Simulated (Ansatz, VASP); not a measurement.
# One calculation of F, two programs

INCAR

```
SYSTEM = F
PREC = Accurate ; ENCUT = 520
EDIFF = 1E-6 ; ISMEAR = -1
SIGMA = 0.02 ; LREAL = .FALSE.
LASPH = .TRUE. ; NELM = 60
ALGO = Normal ; ISIF = 2
LWAVE = .FALSE. ; LCHARG = .FALSE.
GGA = PE ; NBANDS = 22
```

KPOINTS

```
regular mesh
0
G
  10 10 4
  0 0 0
```

File POSCAR:

```
F
1.0
    2.4704060226     -1.6156446729      0.1165140155
    2.4704060226      1.6156446729      0.1165140155
   -0.2647424438      0.0000000000      6.5292187134
F
4
Direct
    0.5941752474      0.9046440903      0.5964352601
    0.0953559097      0.4058247526      0.9035647399
    0.4058247526      0.0953559097      0.4035647399
    0.9046440903      0.5941752474      0.0964352601
```

Input for Ansatz:

```yaml
crystal:
  lattice:
    - [2.4704060226, -1.6156446729, 0.1165140155]
    - [2.4704060226, 1.6156446729, 0.1165140155]
    - [-0.2647424438, 0.0, 6.5292187134]
  atoms:
    - { symbol: F, position: [0.5941752474, 0.9046440903, 0.5964352601] }
    - { symbol: F, position: [0.0953559097, 0.4058247526, 0.9035647399] }
    - { symbol: F, position: [0.4058247526, 0.0953559097, 0.4035647399] }
    - { symbol: F, position: [0.9046440903, 0.5941752474, 0.0964352601] }
kpoints:
  mp_grid: { grid: [10, 10, 4] }
  band_path:
    path:
      - [[0.0, 0.0, 0.0], [0.356696210025, -0.356696210025, 2.718098847481e-17]]
      - [[-0.356696210025, -0.643303789975, -1.068868380365e-17], [-0.5, -0.5, -2.67341610942e-17], [0.0, 0.0, 0.0], [-0.5, -0.5, -0.5], [-0.3561628679091, -0.6438371320909, -0.5]]
      - [[0.3561628679091, -0.3561628679091, -0.5], [-1.303270203904e-18, -1.390555895023e-18, -0.5], [0.0, 0.0, 0.0]]
      - [[5.957535607424e-17, -0.5, -0.5], [0.0, 0.0, 0.0], [9.434856632912e-17, -0.5, 1.866261273551e-18]]
    npoints: 10
hamiltonian:
  xc: pbe
scf:
  occupations: { method: fermi_dirac, width: 0.02 }
  n_extra_bands: 5
output:
  forces: true
  stress: true
  eigenvalues: true
  write_density: true
  write_potential: true
  elf: true
  volumetric_format: npy
```

Alike in both runs: task single point; functional PBE; k mesh 10 × 10 × 4; occupations fermi-dirac, width 0.02 eV; no spin polarisation.

|  | VASP | Ansatz |
| --- | --- | --- |
| version | VASP 6.6.1 | Ansatz 0.2.0 |
| potentials or method | VASP PAW PBE potentials, release 64 (F) | plane waves, PAW |
| plane-wave cutoff (eV) | 520 | 420 |
| valence electrons in the cell | 28 | 28 |

```tsv
	VASP	Ansatz	Ansatz less VASP
gap on the k mesh at the Fermi level (eV)	2.88	2.95	+0.071
pressure (GPa)	5.0	4.6	-0.47
traceless stress, the component that is largest in VASP (GPa)	3.72	2.07	-1.658
rms of the force components (eV/Å)	0.580	0.346	-0.2342
```

Atom by atom the forces differ by 0.234 eV/Å (rms over components). The functional is the same, so the differences come from potentials, cutoffs and numerics.
